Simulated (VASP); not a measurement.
# Sn9O16 (a cell with a defect) in VASP: single point with PBE

Aim: the single point of Sn9O16 (a cell with a defect) with PBE.

All numbers are computed with VASP 6.6.1; they aren't measurements. Logs are shortened: lines on timing, memory, paths and dates and some standing lists are left out, and cuts for length are marked.

## 1. The cell of the first run

The cell holds a defect, 25 atoms: a = 6.827 Å, b = 6.827 Å, c = 8.077 Å, α = 115.00°, β = 115.00°, γ = 90.00°.

## 2. Single point, PBE (with an interstitial atom, then relaxed in part)

Contents of INCAR:

```
PREC = Accurate ; ENCUT = 520
EDIFF = 1E-7 ; ISMEAR = 0
SIGMA = 0.01 ; LREAL = Auto
LASPH = True ; NELM = 80
ALGO = Normal ; ISIF = 2
LWAVE = False ; LCHARG = False
GGA = PE ; NELECT = 220.0
NBANDS = 129
```

Contents of KPOINTS:

```
Automatic mesh
0
Gamma
  3 3 3
```

Contents of POSCAR:

```
Sn9O16
1.0
   -4.8271903414     -4.8271903414      0.0000000000
    4.8271903414     -4.8271903414      0.0000000000
    0.0000000000      4.8271903414      6.4763045005
Sn O
9 16
Direct
    0.1544108282      0.6117790822      0.2509934277
    0.3790163065      0.8806577880      0.7472833375
    0.5287934041      0.1610070403      0.2510393529
    0.8825493938      0.3845227118      0.7548015738
   -0.0073894280      0.0158575453     -0.0251104855
    0.2685703555      0.2918958045      0.5270868500
    0.4945219336      0.4772401117     -0.0033995080
    0.7489588628      0.7316957821      0.5053918349
    0.8507612261     -0.0807550122      0.2509655101
    0.1435555259      0.3136744137      0.2509839986
    0.3583694357      0.5946840704      0.7760446317
    0.5815302243      0.7939776642      0.2509408782
    0.8332830222      0.0697496365      0.7260116004
    0.1508171708      0.9398588978      0.2509531554
    0.4142332191      0.1822613530      0.7463034763
    0.6533620510      0.4283641368      0.2510144868
    0.9188743744      0.6870383105      0.7557485243
    0.1915517042      0.4693462921     -0.0055785143
    0.4481689438      0.7259764351      0.5075205844
    0.7088258761     -0.0192775315     -0.0040647491
    0.9636299291      0.2359879886      0.5059264272
    0.8197620563      0.5599105168      0.0277792602
    0.0429912312      0.7831461696      0.4741775989
    0.2757281898      0.0448947602     -0.0404409982
    0.5670304408      0.3364374939      0.5424718251
```

Potentials or basis: VASP PAW PBE potentials, release 64 (Sn_d, O).

Launch:

```
> cat potpaw_PBE.64/Sn_d/POTCAR potpaw_PBE.64/O/POTCAR > POTCAR
> mpirun -np 1 vasp_std > vasp.out
```

OUTCAR:

```text
PREC = Accurate
   ENCUT = 520
   EDIFF = 1E-7
   ISMEAR = 0
   LREAL = Auto
   LASPH = True
   NELM = 80
   ISIF = 2
   GGA = PE
   NELECT = 220.0

 ion  position               nearest neighbor table
   1  0.154  0.612  0.251-  19 2.01  18 2.01  10 2.04  23 2.14  22 2.14  14 2.24   9 2.95   4 3.22
                             2 3.22   7 3.59   8 3.59   5 3.60   6 3.61
   2  0.379  0.881  0.747-  24 2.02  19 2.03  11 2.07  15 2.08  20 2.14  23 2.25   1 3.22   3 3.34
                             6 3.57   7 3.60   8 3.70   5 3.72   5 3.72
   3  0.529  0.161  0.251-  16 2.01  24 2.03  25 2.04  12 2.53  21 2.69  20 2.70   9 2.75  10 2.83
                             5 3.25   6 3.25   4 3.34   2 3.34   7 3.50   8 3.50
   4  0.883  0.385  0.755-  25 2.02  18 2.03  13 2.07  17 2.08  21 2.14  22 2.25   1 3.22   3 3.34
                             5 3.57   8 3.60   7 3.71   6 3.72   6 3.72
   5  0.993  0.016  0.975-  24 2.00  13 2.03  20 2.04  17 2.08  10 2.10  14 2.31   8 3.06   9 3.07
                             3 3.25   4 3.57   6 3.58   1 3.60   2 3.72   2 3.72
   6  0.269  0.292  0.527-  25 2.00  11 2.03  21 2.04  15 2.08  10 2.10  14 2.31   7 3.06   9 3.07
                             3 3.25   2 3.57   5 3.58   1 3.61   4 3.72   4 3.72
   7  0.495  0.477  0.997-  15 2.02  16 2.05  18 2.06  12 2.11  11 2.12  22 2.17   6 3.06   9 3.13
                             8 3.30   3 3.50   1 3.59   2 3.60   4 3.71
   8  0.749  0.732  0.505-  17 2.02  16 2.05  19 2.06  12 2.11  13 2.12  23 2.17   5 3.06   9 3.13
                             7 3.30   3 3.50   1 3.59   4 3.60   2 3.70
   9  0.851  0.919  0.251-  12 2.03  14 2.05  20 2.10  21 2.10  23 2.29  22 2.29   3 2.75   1 2.95
                             6 3.07   5 3.07   8 3.13   7 3.13
  10  0.144  0.314  0.251-   1 2.04   5 2.10   6 2.10   3 2.83
  11  0.358  0.595  0.776-   6 2.03   2 2.07   7 2.12
  12  0.582  0.794  0.251-   9 2.03   7 2.11   8 2.11   3 2.53
  13  0.833  0.070  0.726-   5 2.03   4 2.07   8 2.12
  14  0.151  0.940  0.251-   9 2.05   1 2.24   5 2.31   6 2.31
  15  0.414  0.182  0.746-   7 2.02   2 2.08   6 2.08
  16  0.653  0.428  0.251-   3 2.01   7 2.05   8 2.05
  17  0.919  0.687  0.756-   8 2.02   4 2.08   5 2.08
  18  0.192  0.469  0.994-   1 2.01   4 2.03   7 2.06
  19  0.448  0.726  0.508-   1 2.01   2 2.03   8 2.06
  20  0.709  0.981  0.996-   5 2.04   9 2.10   2 2.14   3 2.70
  21  0.964  0.236  0.506-   6 2.04   9 2.10   4 2.14   3 2.69
  22  0.820  0.560  0.028-   1 2.14   7 2.17   4 2.25   9 2.29
  23  0.043  0.783  0.474-   1 2.14   8 2.17   2 2.25   9 2.29
  24  0.276  0.045  0.960-   5 2.00   2 2.02   3 2.03
  25  0.567  0.336  0.542-   6 2.00   4 2.02   3 2.04

  LATTYP: Found a body centered tetragonal cell.
 ALAT       =     6.8266780490
 C/A-ratio  =     1.8973516706

  Lattice vectors:

 A1 = (  -4.8271903414,   0.0000000000,  -6.4763045005)
 A2 = (   4.8271903414,   0.0000000000,  -6.4763045005)
 A3 = (   0.0000000000,  -4.8271903414,   6.4763045005)

Analysis of symmetry for initial positions (statically):
=====================================================================
 Subroutine PRICEL returns:
 Original cell was already a primitive cell.

 Routine SETGRP: Setting up the symmetry group for a
 body centered tetragonal supercell.

 Subroutine GETGRP returns: Found  1 space group operations
 (whereof  1 operations were pure point group operations)
 out of a pool of 16 trial point group operations.

The static configuration has the point symmetry C_1 .

Analysis of symmetry for dynamics (positions and initial velocities):
=====================================================================
 Subroutine PRICEL returns:
 Original cell was already a primitive cell.

 Routine SETGRP: Setting up the symmetry group for a
 body centered tetragonal supercell.

 Subroutine GETGRP returns: Found  1 space group operations
 (whereof  1 operations were pure point group operations)
 out of a pool of 16 trial point group operations.

The dynamic configuration has the point symmetry C_1 .

 Subroutine INISYM returns: Found  1 space group operations
 (whereof  1 operations are pure point group operations),
 and found     1 'primitive' translations

----------------------------------------------------------------------------------------

                                     Primitive cell

  volume of cell :     301.8187

  direct lattice vectors                    reciprocal lattice vectors
    -4.827190341 -4.827190341  0.000000000    -0.103579922 -0.103579922  0.077204523
[... 73 lines left out ...]
     0.034526641 -0.034526641  0.025734841     0.000000000  0.333333333  0.000000000
     0.000000000  0.000000000  0.051469682     0.000000000  0.000000000  0.333333333

  Length of vectors
     0.055194745  0.055194745  0.051469682

  Shift w.r.t. Gamma in fractional coordinates (k-lattice)
     0.000000000  0.000000000  0.000000000

 Subroutine IBZKPT returns following result:
 ===========================================

 Found     14 irreducible k-points:

 Following reciprocal coordinates:
            Coordinates               Weight
  0.000000  0.000000  0.000000      1.000000
  0.333333  0.000000  0.000000      2.000000
  0.000000 -0.333333  0.333333      2.000000
 -0.333333  0.000000  0.333333      2.000000
  0.000000  0.333333  0.000000      2.000000
  0.333333  0.333333  0.000000      2.000000
  0.333333 -0.333333  0.333333      2.000000
 -0.333333 -0.333333 -0.333333      2.000000
 -0.333333  0.333333  0.333333      2.000000
 -0.333333  0.333333  0.000000      2.000000
  0.333333  0.333333 -0.333333      2.000000
  0.000000  0.000000  0.333333      2.000000
  0.333333  0.000000  0.333333      2.000000
  0.000000 -0.333333 -0.333333      2.000000
   k-points           NKPTS =     14   k-points in BZ     NKDIM =     14   number of bands    NBANDS=    129
   number of dos      NEDOS =    301   number of ions     NIONS =     25
   total plane-waves  NPLWV = 174960
   dimension x,y,z NGX =    54 NGY =   54 NGZ =   60
   dimension x,y,z NGXF=   108 NGYF=  108 NGZF=  120
   ions per type =               9  16
   NGX,Y,Z   is equivalent  to a cutoff of  13.15, 13.15, 12.35 a.u.
   NGXF,Y,Z  is equivalent  to a cutoff of  26.30, 26.30, 24.70 a.u.
 SYSTEM =  unknown system
   PREC   = accura    normal or accurate (medium, high low for compatibility)
   ISTART =      0    job   : 0-new  1-cont  2-samecut
   ICHARG =      2    charge: 1-file 2-atom 10-const
   ISPIN  =      1    spin polarized calculation?
   LNONCOLLINEAR =      F non collinear calculations
   LSORBIT =      F    spin-orbit coupling
   LASPH  =      T    aspherical Exc in radial PAW
   ENCUT  =  520.0 eV  38.22 Ry    6.18 a.u.  12.69 12.69 15.02*2*pi/ulx,y,z
   NELM   =     80;   NELMIN=  2; NELMDL= -5     # of ELM steps
   EDIFF  = 0.1E-06   stopping-criterion for ELM
   LREAL  =      T    real-space projection
   EDIFFG = 0.1E-05   stopping-criterion for IOM
   NSW    =      0    number of steps for IOM
   IBRION =     -1    ionic relax: 0-MD 1-quasi-New 2-CG
   NFREE  =      0    steps in history (QN), initial steepest desc. (CG)
   ISIF   =      2    stress and relaxation
   ISYM   =      2    0-nonsym 1-usesym 2-fastsym
   POTIM  = 0.5000    time-step for ionic-motion
   TEBEG  =    0.0;   TEEND  =   0.0 temperature during run
   PSTRESS=    0.0 pullay stress
   NELECT =     220.0000    total number of electrons
   NUPDOWN=      -1.0000    fix difference up-down
   EMIN   =  10.00;   EMAX   =-10.00  energy-range for DOS
   EFERMI =   0.00;   METHOD = LEGACY
   ISMEAR =     0;   SIGMA  =   0.01  broadening in eV -4-tet -1-fermi 0-gaus
   EFERMI_NEDOS =   21; number of points for ismear=-14 and -15
   IALGO  =     38    algorithm
   IMIX   =      4    mixing-type and parameters
     AMIX     =   0.40;   BMIX     =  1.00
     AMIX_MAG =   1.60;   BMIX_MAG =  1.00
  volume/ion in A,a.u.               =      12.07        81.47
  Fermi-wavevector in a.u.,A,eV,Ry     =   1.473331  2.784192 29.534228  2.170705
  Thomas-Fermi vector in A             =   2.588237
   LORBIT       =      0    0 simple, 1 ext, 2 COOP (PROOUT), +10 PAW based schemes
   GGA     = PE    functional components
   LHFCALC =     F    Hartree Fock is set to
   AEXX    =    0.0000 exact exchange contribution
   IVDW    =     0    specifies the selected vdW correction
   LEPSILON=     F    determine dielectric tensor
   LRPA    =     F    only Hartree local field effects (RPA)
 non-spin polarized calculation
 Gauss-broadening in eV      SIGMA  =   0.01
  energy-cutoff  :      520.00
  volume of cell :      301.82
 maximum number of plane-waves:      8153
 NGX is ok and might be reduce to    54
   NGX = 25   NGY = 25   NGZ = 31

 number of electron     220.0000019 magnetization

 Free energy of the ion-electron system (eV)
  ---------------------------------------------------
  ext. energy  EPLUGINS =         0.00000000
  ---------------------------------------------------
  free energy    TOTEN  =      -164.92886287 eV

  energy without entropy =     -164.92886287  energy(sigma->0) =     -164.92886287

 E-fermi :   8.8397     XC(G=0): -11.2985

 val. band max:        8.7806137566   @ k =   0.3333  -0.3333   0.3333
 cond. band min:       9.3682802429   @ k =   0.3333   0.0000   0.0000
 fundamental gap:      0.5876664863
 Fermi energy:         8.8397092533

 k-point     1 :       0.0000    0.0000    0.0000
  band No.  band energies     occupation
      1     -14.5481      2.00000
      2     -14.2827      2.00000
      3     -14.2533      2.00000
      4     -14.1962      2.00000
      5     -14.0996      2.00000
      6     -14.0002      2.00000
[... 1739 lines left out ...]
    121      13.9229      0.00000
    122      13.9505      0.00000
 [bands above 122 left out]

------------------------ aborting loop because EDIFF is reached ----------------------------------------

  FORCE on cell =-STRESS in cart. coord.  units (eV):
  Direction    XX          YY          ZZ          XY          YZ          ZX
  --------------------------------------------------------------------------------------
  -------------------------------------------------------------------------------------
  Total       -2.2149052      7.3700853      2.0882207      1.6581598     -0.0130803      0.0005548
  in kB      -11.7576254     39.1234361     11.0851321      8.8021924     -0.0694355      0.0029449
  external PRESSURE =      12.8169810 kB  Pullay stress =       0.0000000 kB

 VOLUME and BASIS-vectors are now :
 -----------------------------------------------------------------------------
  energy-cutoff  :      520.00
  volume of cell :      301.82
      direct lattice vectors                 reciprocal lattice vectors
    -4.827190341 -4.827190341  0.000000000    -0.103579922 -0.103579922  0.077204523
     4.827190341 -4.827190341  0.000000000     0.103579922 -0.103579922  0.077204523
     0.000000000  4.827190341  6.476304501     0.000000000  0.000000000  0.154409046

 POSITION                                       TOTAL-FORCE (eV/Angst)
 -----------------------------------------------------------------------------------
      2.20780     -2.48695      1.62551         0.029061     -0.021414     -0.003373
      2.42152     -2.47341      4.83963         0.000011     -0.002268      0.003523
     -1.77537     -2.11798      1.62581        -0.035412      0.025526     -0.000615
     -2.40407     -2.47283      4.88832        -0.007144     -0.009666     -0.004893
     -4.71497     -0.16209      6.31368        -0.000497      0.004913      0.024002
      0.11260     -0.16113      3.41357        -0.013344      0.015486     -0.022238
[... 17 lines left out ...]
     -1.11428      3.08427      6.21440         0.002743     -0.020884      0.010304
     -1.11312     -1.74260      3.51321        -0.001255     -0.025698     -0.016767
 -----------------------------------------------------------------------------------
    total drift:                                0.024273     -0.007189     -0.004702

  FREE ENERGIE OF THE ION-ELECTRON SYSTEM (eV)
  ---------------------------------------------------
  free  energy   TOTEN  =      -164.9288628655 eV

  energy  without entropy=     -164.9288628655  energy(sigma->0) =     -164.92886287
```

Wall time 19 min (1 thread of Intel Xeon Platinum 8375C at 2.90GHz (Ice Lake), shared host); peak memory 0.61 GiB.

What came out:

```yaml
Free_energy: -164.9289 eV
Largest_force: 0.078 eV/Å
```

Forces on the atoms (eV/Å):
```
Sn   0.029 -0.021 -0.003
Sn   0.000 -0.002  0.004
Sn  -0.035  0.026 -0.001
Sn  -0.007 -0.010 -0.005
Sn   0.000  0.005  0.024
Sn  -0.013  0.015 -0.022
Sn   0.000  0.006 -0.015
Sn   0.001  0.003  0.025
Sn   0.003  0.003 -0.002
O   -0.021  0.016 -0.001
O    0.025 -0.019  0.031
O    0.071  0.033  0.002
O    0.019 -0.013 -0.033
O   -0.026 -0.034  0.003
O   -0.028  0.012 -0.015
O   -0.017  0.006  0.000
O   -0.029  0.008  0.010
O   -0.022 -0.011 -0.002
O   -0.021 -0.009  0.004
O    0.034  0.011 -0.003
O    0.026  0.015  0.004
O    0.004  0.002 -0.009
O    0.008  0.004  0.011
O    0.003 -0.021  0.010
O   -0.001 -0.026 -0.017
```

Levels at points of the mesh, in eV from the Fermi level:
| k point | band 107 | band 108 | band 109 | band 110 | band 111 | band 112 | band 113 | band 114 |
| --- | --- | --- | --- | --- | --- | --- | --- | --- |
| (0.00, 0.00, 0.00) | -2.87 | -2.80 | -2.78 | -1.91 | 0.59 | 1.86 | 2.12 | 2.17 |

Caveat: the cell carries a net charge on a neutralising background, which shifts energy and pressure; the cell differs from its parent crystal (with an interstitial atom, then relaxed in part); the cell is charged against a uniform background, so pressure and absolute levels hang on convention; spin-orbit coupling is left out, which moves the levels of the heavy elements.
